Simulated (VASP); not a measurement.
# Te in VASP: further runs, part 2 of 2

VASP 6.6.1. Earlier steps stand in the parts before.

**4. Single point, PBE0**

Input file POSCAR:

```
Te
1.0
    2.3059043427      1.3313144930      1.6909537039
   -2.3059043427      1.3313144930      1.6909537039
    0.0000000000     -2.6626289860      1.6909537039
Te
1
Direct
    0.5000000000      0.5000000000      0.5000000000
```

Input file INCAR.step1:

```
PREC = Accurate
ENCUT = 520
EDIFF = 1E-5
ISMEAR = -1
SIGMA = 0.05
LREAL = F
LASPH = T
NELM = 80
ALGO = Normal
ISIF = 2
LWAVE = T
LCHARG = F
NBANDS = 9
GGA = PE
```

Input file INCAR.step2:

```
PREC = Accurate
ENCUT = 520
EDIFF = 1E-6
ISMEAR = -1
SIGMA = 0.05
LREAL = F
LASPH = T
NELM = 80
ALGO = Normal
ISIF = 2
LWAVE = F
LCHARG = F
GGA = PE
LHFCALC = T
AEXX = 0.25
PRECFOCK = Normal
NBANDS = 9
ISTART = 1
```

Input file KPOINTS:

```
regular mesh
0
Gamma
  6 6 6
```

Potentials or basis: VASP PAW PBE potentials, release 64 (Te).

The run is started by

```bash
$ cat potpaw_PBE.64/Te/POTCAR > POTCAR
$ cp INCAR.step1 INCAR
$ mpirun -np 1 vasp_std > vasp.out
$ cp INCAR.step2 INCAR
$ mpirun -np 1 vasp_std > vasp.out
```

OUTCAR:

```text
PREC = Accurate
   ENCUT = 520
   EDIFF = 1E-6
   ISMEAR = -1
   LREAL = F
   LASPH = T
   NELM = 80
   ISIF = 2
   GGA = PE
   LHFCALC = T
   AEXX = 0.25
   PRECFOCK = Normal
   ISTART = 1

 ion  position               nearest neighbor table
   1  0.500  0.500  0.500-

  LATTYP: Found a trigonal (rhomboedric) cell.
 ALAT       =     3.1541904739
 COS(alpha) =    -0.0688991668

  Lattice vectors:

 A1 = (   2.3059043427,   1.3313144930,   1.6909537039)
 A2 = (  -2.3059043427,   1.3313144930,   1.6909537039)
 A3 = (   0.0000000000,  -2.6626289860,   1.6909537039)

Analysis of symmetry for initial positions (statically):
=====================================================================
 Subroutine PRICEL returns:
 Original cell was already a primitive cell.

 Routine SETGRP: Setting up the symmetry group for a
 trigonal (rhombohedral) supercell.

 Subroutine GETGRP returns: Found 12 space group operations
 (whereof 12 operations were pure point group operations)
 out of a pool of 12 trial point group operations.

The static configuration has the point symmetry D_3d.

Analysis of symmetry for dynamics (positions and initial velocities):
=====================================================================
 Subroutine PRICEL returns:
 Original cell was already a primitive cell.

 Routine SETGRP: Setting up the symmetry group for a
 trigonal (rhombohedral) supercell.

 Subroutine GETGRP returns: Found 12 space group operations
 (whereof 12 operations were pure point group operations)
 out of a pool of 12 trial point group operations.

The dynamic configuration has the point symmetry D_3d.

 Subroutine INISYM returns: Found 12 space group operations
 (whereof 12 operations are pure point group operations),
 and found     1 'primitive' translations

----------------------------------------------------------------------------------------

                                     Primitive cell

  volume of cell :      31.1462

  direct lattice vectors                    reciprocal lattice vectors
     2.305904343  1.331314493  1.690953704     0.216834667  0.125189553  0.197127415
    -2.305904343  1.331314493  1.690953704    -0.216834667  0.125189553  0.197127415
     0.000000000 -2.662628986  1.690953704     0.000000000 -0.250379107  0.197127415

  length of vectors
     3.154190474  3.154190474  3.154190474     0.318667405  0.318667405  0.318667405

  position of ions in fractional coordinates (direct lattice)
     0.500000000  0.500000000  0.500000000

  ion indices of the primitive-cell ions
   primitive index   ion index
                 1           1

----------------------------------------------------------------------------------------

 KPOINTS: regular mesh

Automatic generation of k-mesh.
 Grid dimensions read from file:
 generate k-points for:    6    6    6

 Generating k-lattice:

  Cartesian coordinates                     Fractional coordinates (reciprocal lattice)
     0.036139111  0.020864926  0.032854569     0.166666667  0.000000000  0.000000000
    -0.036139111  0.020864926  0.032854569     0.000000000  0.166666667  0.000000000
     0.000000000 -0.041729851  0.032854569     0.000000000  0.000000000  0.166666667

  Length of vectors
     0.053111234  0.053111234  0.053111234

  Shift w.r.t. Gamma in fractional coordinates (k-lattice)
     0.000000000  0.000000000  0.000000000

 Subroutine IBZKPT returns following result:
 ===========================================

 Found     32 irreducible k-points:

 Following reciprocal coordinates:
            Coordinates               Weight
  0.000000  0.000000  0.000000      1.000000
  0.166667 -0.000000  0.000000      6.000000
  0.333333  0.000000  0.000000      6.000000
  0.500000 -0.000000  0.000000      3.000000
  0.166667  0.166667  0.000000      6.000000
  0.333333  0.166667  0.000000     12.000000
[... 16 lines left out ...]
  0.500000  0.500000  0.166667      6.000000
 -0.333333  0.500000  0.166667     12.000000
 [... further k-points ...]
   k-points           NKPTS =     32   k-points in BZ     NKDIM =    216   number of bands    NBANDS=      9
   number of dos      NEDOS =    301   number of ions     NIONS =      1
   total plane-waves  NPLWV =  13824
   dimension x,y,z NGX =    24 NGY =   24 NGZ =   24
   dimension x,y,z NGXF=    48 NGYF=   48 NGZF=   48
   ions per type =               1
   NGX,Y,Z   is equivalent  to a cutoff of  12.65, 12.65, 12.65 a.u.
   NGXF,Y,Z  is equivalent  to a cutoff of  25.30, 25.30, 25.30 a.u.
 SYSTEM =  unknown system
   PREC   = accura    normal or accurate (medium, high low for compatibility)
   ISTART =      1    job   : 0-new  1-cont  2-samecut
   ICHARG =      0    charge: 1-file 2-atom 10-const
   ISPIN  =      1    spin polarized calculation?
   LNONCOLLINEAR =      F non collinear calculations
   LSORBIT =      F    spin-orbit coupling
   LASPH  =      T    aspherical Exc in radial PAW
   ENCUT  =  520.0 eV  38.22 Ry    6.18 a.u.   5.86  5.86  5.86*2*pi/ulx,y,z
   NELM   =     80;   NELMIN=  2; NELMDL=  0     # of ELM steps
   EDIFF  = 0.1E-05   stopping-criterion for ELM
   LREAL  =      F    real-space projection
   EDIFFG = 0.1E-04   stopping-criterion for IOM
   NSW    =      0    number of steps for IOM
   IBRION =     -1    ionic relax: 0-MD 1-quasi-New 2-CG
   NFREE  =      0    steps in history (QN), initial steepest desc. (CG)
   ISIF   =      2    stress and relaxation
   ISYM   =      3    0-nonsym 1-usesym 2-fastsym
   POTIM  = 0.5000    time-step for ionic-motion
   TEBEG  =    0.0;   TEEND  =   0.0 temperature during run
   PSTRESS=    0.0 pullay stress
   NELECT =       6.0000    total number of electrons
   NUPDOWN=      -1.0000    fix difference up-down
   EMIN   =  10.00;   EMAX   =-10.00  energy-range for DOS
   EFERMI =   0.00;   METHOD = LEGACY
   ISMEAR =    -1;   SIGMA  =   0.05  broadening in eV -4-tet -1-fermi 0-gaus
   EFERMI_NEDOS =   21; number of points for ismear=-14 and -15
   IALGO  =     38    algorithm
   IMIX   =      1    mixing-type and parameters
     AMIX     =   0.40;   BMIX     =  1.00
     AMIX_MAG =   1.60;   BMIX_MAG =  1.00
  volume/ion in A,a.u.               =      31.15       210.18
  Fermi-wavevector in a.u.,A,eV,Ry     =   0.945490  1.786717 12.162947  0.893951
  Thomas-Fermi vector in A             =   2.073397
   LORBIT       =      0    0 simple, 1 ext, 2 COOP (PROOUT), +10 PAW based schemes
   GGA     = PE    functional components
   LHFCALC =     T    Hartree Fock is set to
   PRECFOCK=normal    Normal, Fast or Accurate (Low or Medium for compatibility)
   ENCUT4O =  -1.0   cutoff for four orbital integrals eV
   NKREDX  =     1    reduce k-point grid by
   NKREDY  =     1    reduce k-point grid by
   NKREDZ  =     1    reduce k-point grid by
   AEXX    =    0.2500 exact exchange contribution
   HFSCREEN=    0.0000 screening length (either q_TF or 0.3 A-1)
   HFSCREENC=   0.0000 screening length for correlation (either q_TF or 0.3 A-1)
   ENCUTFOCK=  -1.0 apply spherical cutoff to Coloumb kernel
   IVDW    =     0    specifies the selected vdW correction
   LEPSILON=     F    determine dielectric tensor
   LRPA    =     F    only Hartree local field effects (RPA)
 non-spin polarized calculation
  energy-cutoff  :      520.00
  volume of cell :       31.15
 maximum number of plane-waves:       858
  NGX = 18; NGY = 18; NGZ = 18

 number of electron       5.9999999 magnetization

 Free energy of the ion-electron system (eV)
  ---------------------------------------------------
  ext. energy  EPLUGINS =         0.00000000
  ---------------------------------------------------
  free energy    TOTEN  =        -4.18204565 eV

  energy without entropy =       -4.18193192  energy(sigma->0) =       -4.18198879

 E-fermi :   6.8837     XC(G=0):  -7.5542

 val. band max:        6.5436579259   @ k =  -0.3333   0.1667   0.1667
 cond. band min:       7.2090199073   @ k =  -0.3333   0.1667   0.1667
 fundamental gap:      0.6653619814
 Fermi energy:         6.8836941354

 k-point     1 :       0.0000    0.0000    0.0000
  band No.  band energies     occupation
      1      -9.0390      2.00000
      2       8.2601      0.00000
      3       8.8758      0.00000
      4       8.8758      0.00000
      5      13.7539      0.00000
      6      13.7539      0.00000
      7      14.2514      0.00000
      8      25.2489      0.00000
      9      25.2834      0.00000
[... 265 lines left out ...]
 k-point    24 :      -0.3333    0.5000    0.1667
  band No.  band energies     occupation
      1      -5.2269      2.00000
      2       0.8533      2.00000
      3       3.4586      2.00000
      4       8.7989      0.00000
      5      11.5604      0.00000
      6      16.1642      0.00000
      7      17.3295      0.00000
      8      20.7113      0.00000
      9      21.0765      0.00000

 [... further k-points ...]
[... 5 lines left out ...]
  --------------------------------------------------------------------------------------
  -------------------------------------------------------------------------------------
  Total       -0.3821713     -0.3821713      0.0444086      0.0000000      0.0000000     -0.0000000
  in kB      -19.6591053    -19.6591053      2.2844047      0.0000000      0.0000000     -0.0000000
  external PRESSURE =     -12.3446020 kB  Pullay stress =       0.0000000 kB

 VOLUME and BASIS-vectors are now :
 -----------------------------------------------------------------------------
  energy-cutoff  :      520.00
  volume of cell :       31.15
      direct lattice vectors                 reciprocal lattice vectors
     2.305904343  1.331314493  1.690953704     0.216834667  0.125189553  0.197127415
    -2.305904343  1.331314493  1.690953704    -0.216834667  0.125189553  0.197127415
     0.000000000 -2.662628986  1.690953704     0.000000000 -0.250379107  0.197127415

 POSITION                                       TOTAL-FORCE (eV/Angst)
 -----------------------------------------------------------------------------------
      0.00000      0.00000      2.53643         0.000000     -0.000000      0.000000
 -----------------------------------------------------------------------------------
    total drift:                               -0.000000      0.000000      0.000000

  FREE ENERGIE OF THE ION-ELECTRON SYSTEM (eV)
  ---------------------------------------------------
  free  energy   TOTEN  =        -4.1820456485 eV

  energy  without entropy=       -4.1819319230  energy(sigma->0) =       -4.18198879
```

OSZICAR.step1:

```text
N       E                     dE             d eps       ncg     rms          rms(c)
DAV:   1     0.174254619997E+02    0.17425E+02   -0.25434E+03   576   0.535E+02
DAV:   2    -0.241092957303E+01   -0.19836E+02   -0.19297E+02   718   0.742E+01
DAV:   3    -0.296326431522E+01   -0.55233E+00   -0.55023E+00   685   0.150E+01
DAV:   4    -0.296827797831E+01   -0.50137E-02   -0.50135E-02   784   0.162E+00
DAV:   5    -0.296833659575E+01   -0.58617E-04   -0.58617E-04   733   0.137E-01    0.744E+00
DAV:   6    -0.297060842306E+01   -0.22718E-02   -0.82182E-04   718   0.189E-01    0.455E+00
DAV:   7    -0.297223818656E+01   -0.16298E-02   -0.18973E-03   622   0.285E-01    0.947E-02
DAV:   8    -0.297226047221E+01   -0.22286E-04   -0.44919E-05   712   0.435E-02    0.428E-02
DAV:   9    -0.297226450290E+01   -0.40307E-05   -0.95310E-06   630   0.187E-02
   1 F= -.29722645E+01 E0= -.29684045E+01  d E =-.772004E-02
```

Run time: 6.4 min. Hardware: 1 thread of Intel Xeon Platinum 8488C (Sapphire Rapids), shared host; peak memory 0.15 GiB.

What came out:

```yaml
Free_energy: -4.1820 eV
Pressure: -1.2 GPa
Band_gap_on_the_k_mesh: zero (bands 3 and 4 overlap by 6.53 eV)
```

Stress tensor (GPa, compression positive):
```
-1.97  0.00  0.00
 0.00 -1.97  0.00
 0.00  0.00  0.23
```

Caveat: the PAW data sets were made with another functional, which shifts forces and pressure a little; spin-orbit coupling is left out, which moves the levels of the heavy elements.

**5. Single point, r2SCAN**

Input file POSCAR:

```
Te
1.0
    2.2857050000      1.3084100000      1.7231440000
   -2.2642260000      1.2957370000      1.7038320000
   -0.0002360000     -2.6597710000      1.7572810000
Te
1
Direct
    0.5014310000      0.4938640000      0.5031630000
```

Input file INCAR.step1:

```
  ALGO = Normal
  EDIFF = 1E-4
  ENCUT = 520
  GGA = PE
  ISMEAR = 1
  LASPH = T
  LCHARG = F
  LREAL = F
  LWAVE = T
  NBANDS = 9
  NELM = 80
  PREC = Accurate
  SIGMA = 0.1
```

Input file INCAR.step2:

```
  ALGO = Normal
  EDIFF = 1E-6
  ENCUT = 520
  ISIF = 2
  ISMEAR = 1
  ISTART = 1
  LASPH = T
  LCHARG = F
  LMIXTAU = T
  LREAL = F
  LWAVE = F
  METAGGA = R2SCAN
  NBANDS = 9
  NELM = 80
  PREC = Accurate
  SIGMA = 0.1
```

Input file KPOINTS:

```
k-points
0
Gamma
  14 14 14
```

The run is started by

```bash
$ cat potpaw_PBE.64/Te/POTCAR > POTCAR
$ cp INCAR.step1 INCAR
$ mpirun -np 1 vasp_std > vasp.out
$ cp INCAR.step2 INCAR
$ mpirun -np 1 vasp_std > vasp.out
```

Wall time 6.7 min (1 thread of AMD EPYC 9R45 (Zen 5), shared host); peak memory 0.42 GiB.

The run converged. Its results:

```yaml
Free_energy: -25.3276 eV
Pressure: 2.0 GPa
Band_gap_on_the_k_mesh: zero (bands 3 and 4 overlap by 5.57 eV)
```

Stress tensor (GPa, compression positive):
```
 2.65 -0.42 -0.54
-0.42  1.44  0.87
-0.54  0.87  2.01
```

Levels at points of the mesh, in eV from the Fermi level:
| k point | band 1 | band 2 | band 3 | band 4 | band 5 | band 6 | band 7 |
| --- | --- | --- | --- | --- | --- | --- | --- |
| (0.00, 0.00, 0.00) | -14.65 | 0.90 | 1.31 | 1.65 | 6.16 | 6.39 | 7.49 |
| (0.50, 0.00, 0.00) | -12.64 | -6.69 | 2.47 | 3.10 | 8.02 | 10.01 | 10.46 |
| (0.00, 0.50, 0.00) | -12.52 | -6.74 | 2.54 | 2.94 | 8.05 | 9.92 | 10.35 |
| (0.50, 0.50, 0.00) | -10.43 | -5.27 | -4.66 | 2.21 | 4.09 | 11.25 | 12.58 |
| (0.00, 0.00, 0.50) | -12.80 | -6.63 | 2.65 | 3.05 | 8.04 | 10.14 | 10.65 |
| (0.50, 0.00, 0.50) | -10.72 | -5.25 | -4.74 | 2.17 | 4.46 | 11.40 | 13.16 |
| (0.00, 0.50, 0.50) | -10.59 | -5.28 | -4.68 | 2.19 | 4.28 | 11.29 | 12.93 |
| (0.50, 0.50, 0.50) | -8.35 | -3.81 | -3.52 | -2.92 | 4.30 | 4.35 | 5.34 |

Caveat: the PAW data sets were made with another functional, which shifts forces and pressure a little; spin-orbit coupling is left out, which moves the levels of the heavy elements.

**6. The runs side by side**

```tsv
level	cell	k mesh	smearing	grid for exact exchange (PRECFOCK)	share of exact exchange	screening parameter	gap on the mesh (eV)	pressure (GPa)
PBEsol	a = 3.154 Å, angles 94.0°, 1 atom	6 × 6 × 6	fermi-dirac 0.05 eV	-	-	-	none	-0.6
HSE06	a = 3.154 Å, angles 94.0°, 1 atom	6 × 6 × 6	fermi-dirac 0.05 eV	Normal	0.25	0.2079 1/Å	none	-0.9
PBE0	a = 3.154 Å, angles 94.0°, 1 atom	6 × 6 × 6	fermi-dirac 0.05 eV	Normal	0.25	-	none	-1.2
r2SCAN	a = 3.147, b = 3.116, c = 3.188 Å, angles 92.6, 92.6, 93.2°, 1 atom	14 × 14 × 14	methfessel-paxton 0.1 eV	-	-	-	none	2.0
```

Alike in all rows: task single point; potentials or basis VASP PAW PBE potentials, release 64 (Te); no spin polarisation; cutoff (eV) 520.

The pressure there spans -1.2 GPa (PBE0) to -0.6 GPa (PBEsol); a positive pressure means that this level wants a larger cell, a negative one a smaller.

Caveats: the PAW data sets were made with another functional, which shifts forces and pressure a little; spin-orbit coupling is left out, which moves the levels of the heavy elements.

Total energies depend on the potentials used, so only differences within one code and one set of settings carry meaning.

The gap in the log of VASP goes by the Fermi energy; the results here count the filled bands.